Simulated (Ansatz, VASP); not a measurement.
InP in VASP and in Ansatz

```
CELL_PARAMETERS angstrom
3.41340 0.00000 0.00000
0.00000 3.41340 0.00000
0.00000 0.00000 3.41340
ATOMIC_POSITIONS crystal
In 0.00000 0.00000 0.00000
P 0.50000 0.50000 0.50000
```

Alike in both runs: task single point; functional PBEsol; k mesh 6 × 6 × 6; occupations fermi-dirac, width 0.02 eV; no spin polarisation.

```csv
,VASP,Ansatz
version,VASP 6.6.1,Ansatz 0.2.0
potentials or method,"VASP PAW PBE potentials, release 64 (In_d, P)","plane waves, PAW"
plane-wave cutoff (eV),520,420
valence electrons in the cell,18,18
```

```csv
,VASP,Ansatz,Ansatz less VASP
pressure (GPa),-2.2,-2.2,-0.03
```

VASP's potentials were made for PBE, not for PBEsol. The functional is the same, so the differences come from potentials, cutoffs and numerics.
